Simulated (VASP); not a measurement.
# CsSnBr3 (Pm-3m) in VASP: notebook, part 2 of 3

VASP 6.6.1. The steps go on from the part before.

### Step 3. Single point, PBE

The input, INCAR:

```
SYSTEM = CsSnBr3
PREC     = Accurate       ! precision mode
ENCUT    = 500            ! plane-wave cutoff, eV
EDIFF    = 1E-6           ! SCF threshold, eV
ISMEAR   = 0              ! smearing method
SIGMA    = 0.01           ! smearing width, eV
LREAL    = .False.        ! projectors in reciprocal space
LASPH    = .True.         ! aspherical terms in the spheres
NELM     = 120            ! most SCF steps
ALGO     = Normal         ! electronic algorithm
ISIF     = 2              ! what is computed and relaxed
LWAVE    = .False.        ! write WAVECAR
LCHARG   = .False.        ! write CHGCAR
GGA      = PE             ! functional
NBANDS   = 30             ! bands
GGA_COMPAT= .False.
```

The input, KPOINTS:

```
Automatic mesh
0
Gamma
  4 4 4
  0 0 0
```

The input, POSCAR:

```
CsSnBr3
1.0
    5.8411490944      0.0000000000      0.0000000000
    0.0000000000      5.8411490944      0.0000000000
    0.0000000000      0.0000000000      5.8411490944
Cs Sn Br
1 1 3
Direct
    0.0000000000      0.0000000000      0.0000000000
    0.5000000000      0.5000000000      0.5000000000
    0.5000000000      0.5000000000      0.0000000000
    0.5000000000      0.0000000000      0.5000000000
    0.0000000000      0.5000000000      0.5000000000
```

Potentials or basis: VASP PAW PBE potentials, release 64 (Cs_sv, Sn_d, Br).

Run with:

```console
$ cat potpaw_PBE.64/Cs_sv/POTCAR potpaw_PBE.64/Sn_d/POTCAR potpaw_PBE.64/Br/POTCAR > POTCAR
$ mpirun -np 1 vasp_std > vasp.out
```

OUTCAR:

```text
SYSTEM = CsSnBr3
   PREC = Accurate
   ENCUT = 500
   EDIFF = 1E-6
   ISMEAR = 0
   LREAL = .False.
   LASPH = .True.
   NELM = 120
   ISIF = 2
   GGA = PE

 ion  position               nearest neighbor table
   1  0.000  0.000  0.000-
   2  0.500  0.500  0.500-   3 2.92   4 2.92   5 2.92   3 2.92   4 2.92   5 2.92
   3  0.500  0.500  0.000-   2 2.92   2 2.92
   4  0.500  0.000  0.500-   2 2.92   2 2.92
   5  0.000  0.500  0.500-   2 2.92   2 2.92

  LATTYP: Found a simple cubic cell.
 ALAT       =     5.8411490944

  Lattice vectors:

 A1 = (   5.8411490944,   0.0000000000,   0.0000000000)
 A2 = (   0.0000000000,   5.8411490944,   0.0000000000)
 A3 = (   0.0000000000,   0.0000000000,   5.8411490944)

Analysis of symmetry for initial positions (statically):
=====================================================================
 Subroutine PRICEL returns:
 Original cell was already a primitive cell.

 Routine SETGRP: Setting up the symmetry group for a
 simple cubic supercell.

 Subroutine GETGRP returns: Found 48 space group operations
 (whereof 48 operations were pure point group operations)
 out of a pool of 48 trial point group operations.

The static configuration has the point symmetry O_h .

Analysis of symmetry for dynamics (positions and initial velocities):
=====================================================================
 Subroutine PRICEL returns:
 Original cell was already a primitive cell.

 Routine SETGRP: Setting up the symmetry group for a
 simple cubic supercell.

 Subroutine GETGRP returns: Found 48 space group operations
 (whereof 48 operations were pure point group operations)
 out of a pool of 48 trial point group operations.

The dynamic configuration has the point symmetry O_h .

 Subroutine INISYM returns: Found 48 space group operations
 (whereof 48 operations are pure point group operations),
 and found     1 'primitive' translations

----------------------------------------------------------------------------------------

                                     Primitive cell

  volume of cell :     199.2943

  direct lattice vectors                    reciprocal lattice vectors
     5.841149094  0.000000000  0.000000000     0.171199191  0.000000000  0.000000000
     0.000000000  5.841149094  0.000000000     0.000000000  0.171199191  0.000000000
     0.000000000  0.000000000  5.841149094     0.000000000  0.000000000  0.171199191

  length of vectors
     5.841149094  5.841149094  5.841149094     0.171199191  0.171199191  0.171199191

  position of ions in fractional coordinates (direct lattice)
     0.000000000  0.000000000  0.000000000
     0.500000000  0.500000000  0.500000000
     0.500000000  0.500000000  0.000000000
     0.500000000  0.000000000  0.500000000
     0.000000000  0.500000000  0.500000000

  ion indices of the primitive-cell ions
   primitive index   ion index
                 1           1
                 2           2
                 3           3
                 4           4
                 5           5

----------------------------------------------------------------------------------------

 KPOINTS: Automatic mesh

Automatic generation of k-mesh.
 Grid dimensions read from file:
 generate k-points for:    4    4    4

 Generating k-lattice:

  Cartesian coordinates                     Fractional coordinates (reciprocal lattice)
     0.042799798  0.000000000  0.000000000     0.250000000  0.000000000  0.000000000
     0.000000000  0.042799798  0.000000000     0.000000000  0.250000000  0.000000000
     0.000000000  0.000000000  0.042799798     0.000000000  0.000000000  0.250000000

  Length of vectors
     0.042799798  0.042799798  0.042799798

  Shift w.r.t. Gamma in fractional coordinates (k-lattice)
     0.000000000  0.000000000  0.000000000

 Subroutine IBZKPT returns following result:
 ===========================================

 Found     10 irreducible k-points:

 Following reciprocal coordinates:
            Coordinates               Weight
  0.000000  0.000000  0.000000      1.000000
  0.250000  0.000000  0.000000      6.000000
  0.500000  0.000000  0.000000      3.000000
  0.250000  0.250000  0.000000     12.000000
  0.500000  0.250000  0.000000     12.000000
  0.500000  0.500000  0.000000      3.000000
  0.250000  0.250000  0.250000      8.000000
  0.500000  0.250000  0.250000     12.000000
  0.500000  0.500000  0.250000      6.000000
  0.500000  0.500000  0.500000      1.000000
   k-points           NKPTS =     10   k-points in BZ     NKDIM =     10   number of bands    NBANDS=     30
   number of dos      NEDOS =    301   number of ions     NIONS =      5
   total plane-waves  NPLWV = 110592
   dimension x,y,z NGX =    48 NGY =   48 NGZ =   48
   dimension x,y,z NGXF=    96 NGYF=   96 NGZF=   96
   ions per type =               1   1   3
   NGX,Y,Z   is equivalent  to a cutoff of  13.66, 13.66, 13.66 a.u.
   NGXF,Y,Z  is equivalent  to a cutoff of  27.32, 27.32, 27.32 a.u.
 SYSTEM =  CsSnBr3
   PREC   = accura    normal or accurate (medium, high low for compatibility)
   ISTART =      0    job   : 0-new  1-cont  2-samecut
   ICHARG =      2    charge: 1-file 2-atom 10-const
   ISPIN  =      1    spin polarized calculation?
   LNONCOLLINEAR =      F non collinear calculations
   LSORBIT =      F    spin-orbit coupling
   LASPH  =      T    aspherical Exc in radial PAW
   ENCUT  =  500.0 eV  36.75 Ry    6.06 a.u.  10.65 10.65 10.65*2*pi/ulx,y,z
   NELM   =    120;   NELMIN=  2; NELMDL= -5     # of ELM steps
   EDIFF  = 0.1E-05   stopping-criterion for ELM
   LREAL  =      F    real-space projection
[... 7 lines left out ...]
   TEBEG  =    0.0;   TEEND  =   0.0 temperature during run
   PSTRESS=    0.0 pullay stress
   NELECT =      44.0000    total number of electrons
   NUPDOWN=      -1.0000    fix difference up-down
   EMIN   =  10.00;   EMAX   =-10.00  energy-range for DOS
   EFERMI =   0.00;   METHOD = LEGACY
   ISMEAR =     0;   SIGMA  =   0.01  broadening in eV -4-tet -1-fermi 0-gaus
   EFERMI_NEDOS =   21; number of points for ismear=-14 and -15
   IALGO  =     38    algorithm
   IMIX   =      4    mixing-type and parameters
     AMIX     =   0.40;   BMIX     =  1.00
     AMIX_MAG =   1.60;   BMIX_MAG =  1.00
  volume/ion in A,a.u.               =      39.86       268.98
  Fermi-wavevector in a.u.,A,eV,Ry     =   0.989451  1.869790 13.320272  0.979012
  Thomas-Fermi vector in A             =   2.121050
   LORBIT       =      0    0 simple, 1 ext, 2 COOP (PROOUT), +10 PAW based schemes
   GGA     = PE    functional components
   LHFCALC =     F    Hartree Fock is set to
   AEXX    =    0.0000 exact exchange contribution
   IVDW    =     0    specifies the selected vdW correction
   LEPSILON=     F    determine dielectric tensor
   LRPA    =     F    only Hartree local field effects (RPA)
 non-spin polarized calculation
 Gauss-broadening in eV      SIGMA  =   0.01
  energy-cutoff  :      500.00
  volume of cell :      199.29
 maximum number of plane-waves:      5088
 NGX is ok and might be reduce to    48
   NGX = 21   NGY = 21   NGZ = 21

 number of electron      44.0000007 magnetization

 Free energy of the ion-electron system (eV)
  ---------------------------------------------------
  ext. energy  EPLUGINS =         0.00000000
  ---------------------------------------------------
  free energy    TOTEN  =       -15.77660730 eV

  energy without entropy =      -15.77660730  energy(sigma->0) =      -15.77660730

 E-fermi :   2.2329     XC(G=0):  -7.6537

 val. band max:        2.1569934339   @ k =   0.5000   0.5000   0.5000
 cond. band min:       2.6591482446   @ k =   0.5000   0.5000   0.5000
 fundamental gap:      0.5021548106
 Fermi energy:         2.2328927303

 k-point     1 :       0.0000    0.0000    0.0000
  band No.  band energies     occupation
      1     -20.1037      2.00000
      2     -20.0545      2.00000
      3     -20.0545      2.00000
      4     -20.0283      2.00000
      5     -20.0283      2.00000
      6     -20.0283      2.00000
[... 22 lines left out ...]
     29       7.0677      0.00000
     30       7.0677      0.00000
[... 266 lines left out ...]
  band No.  band energies     occupation
      1     -20.1007      2.00000
      2     -20.0457      2.00000
      3     -20.0457      2.00000
      4     -20.0287      2.00000
      5     -20.0287      2.00000
      6     -20.0287      2.00000
[... 22 lines left out ...]
     29       6.5038      0.00000
     30       7.7619      0.00000

------------------------ aborting loop because EDIFF is reached ----------------------------------------

  FORCE on cell =-STRESS in cart. coord.  units (eV):
  Direction    XX          YY          ZZ          XY          YZ          ZX
  --------------------------------------------------------------------------------------
  -------------------------------------------------------------------------------------
  Total        0.9126076      0.9126076      0.9126076      0.0000000     -0.0000000      0.0000000
  in kB        7.3366835      7.3366835      7.3366835      0.0000000     -0.0000000      0.0000000
  external PRESSURE =       7.3366835 kB  Pullay stress =       0.0000000 kB

 VOLUME and BASIS-vectors are now :
 -----------------------------------------------------------------------------
  energy-cutoff  :      500.00
  volume of cell :      199.29
      direct lattice vectors                 reciprocal lattice vectors
     5.841149094  0.000000000  0.000000000     0.171199191  0.000000000  0.000000000
     0.000000000  5.841149094  0.000000000     0.000000000  0.171199191  0.000000000
     0.000000000  0.000000000  5.841149094     0.000000000  0.000000000  0.171199191

 POSITION                                       TOTAL-FORCE (eV/Angst)
 -----------------------------------------------------------------------------------
      0.00000      0.00000      0.00000         0.000000      0.000000      0.000000
      2.92057      2.92057      2.92057         0.000000      0.000000      0.000000
      2.92057      2.92057      0.00000         0.000000      0.000000      0.000000
      2.92057      0.00000      2.92057         0.000000      0.000000      0.000000
      0.00000      2.92057      2.92057         0.000000      0.000000      0.000000
 -----------------------------------------------------------------------------------
    total drift:                                0.000000     -0.000000     -0.000000

  FREE ENERGIE OF THE ION-ELECTRON SYSTEM (eV)
  ---------------------------------------------------
  free  energy   TOTEN  =       -15.7766072952 eV

  energy  without entropy=      -15.7766072952  energy(sigma->0) =      -15.77660730
```

Run time: 96 s. Hardware: 1 thread of Intel Xeon 8259CL, shared host; peak memory 0.34 GiB.

Results:

- Free energy: -15.7766 eV
- Pressure: 0.7 GPa
- Band gap on the k mesh: 0.50 eV

Caveat: semilocal functionals underestimate gaps, and a narrow one can read as zero; spin-orbit coupling is left out, which moves the levels of the heavy elements. A k mesh can miss the band edges.

(Continued in part 3 of 3.)
